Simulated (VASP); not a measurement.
Set up this calculation in VASP 6.6.1, as the native input.

* Task: relaxation of cell and atoms
* Functional: PBE
* Potentials or basis: VASP PAW PBE potentials, release 64 (Y_sv)
* Cutoff: 520 eV
* k mesh: 15 × 15 × 3
* Occupations: methfessel-paxton, width 0.1 eV
* Spin: no spin polarisation
* Dipole correction: no
* Further INCAR settings: ALGO = Fast; EDIFF = 1e-07; IBRION = 2; EDIFFG = -0.01; NSW = 90; ISIF = 3

The structure of Y lies in POSCAR:

```
Y
1.0
    3.6446646000      0.0000000000      0.0000000000
   -1.8223323000      3.1563721800      0.0000000000
    0.0000000000      0.0000000000     34.1383584300
Y
12
Direct
    0.0000000000      0.0000000000      0.0000000000
    0.3333330000      0.6666670000      0.0833333300
    0.0000000000      0.0000000000      0.1666666700
    0.3333330000      0.6666670000      0.2500000000
    0.0000000000      0.0000000000      0.3333333300
    0.3333330000      0.6666670000      0.4166666700
    0.0000000000      0.0000000000      0.5000000000
    0.3333330000      0.6666670000      0.5833333300
    0.0000000000      0.0000000000      0.6666666700
    0.3333330000      0.6666670000      0.7500000000
    0.0000000000      0.0000000000      0.8333333300
    0.3333330000      0.6666670000      0.9166666700
```

These files were run (other wordings do the same):

INCAR

```
SYSTEM = Y
PREC     = Accurate       ! precision mode
ENCUT    = 520            ! plane-wave cutoff, eV
EDIFF    = 1E-7           ! SCF threshold, eV
ISMEAR   = 1              ! smearing method
SIGMA    = 0.1            ! smearing width, eV
LREAL    = .FALSE.        ! projectors in reciprocal space
LASPH    = .TRUE.         ! aspherical terms in the spheres
NELM     = 120            ! most SCF steps
ALGO     = Fast           ! electronic algorithm
ISIF     = 3              ! what is computed and relaxed
LWAVE    = .FALSE.        ! write WAVECAR
LCHARG   = .FALSE.        ! write CHGCAR
GGA      = PE             ! functional
IBRION   = 2              ! ionic algorithm
NSW      = 90             ! ionic steps
EDIFFG   = -0.01          ! ionic threshold
LATTICE_CONSTRAINTS= .FALSE. .FALSE. .TRUE.
KPAR     = 4
```

KPOINTS

```
Automatic mesh
0
G
  15 15 3
  0 0 0
```

Potentials or basis: VASP PAW PBE potentials, release 64 (Y_sv).

The run is started by

```console
$ cat potpaw_PBE.64/Y_sv/POTCAR > POTCAR
$ mpirun -np 4 vasp_std > vasp.out
```

Results of the run:

| Property | Result |
| --- | --- |
| Relaxed volume | 32.63 Å³/atom |
| Relaxed cell | a = 3.645 Å, b = 3.645 Å, c = 34.040 Å, α = 90.00°, β = 90.00°, γ = 120.00° |
| Space group after relaxing (to 0.1 Å) | P6_3/mmc (No. 194) |
| Energy gained by relaxing | 0.1 meV/atom |
| Ionic steps | 3 |
| Pressure after relaxing | 0.2 GPa |
| Band gap on the k mesh | zero (bands 66 and 67 overlap by 1.40 eV) |

Run time: 29 min on 4 MPI ranks on AMD EPYC 9R45 96-Core Processor (Zen 5) (shared host), peak memory 1.3 GiB a rank.
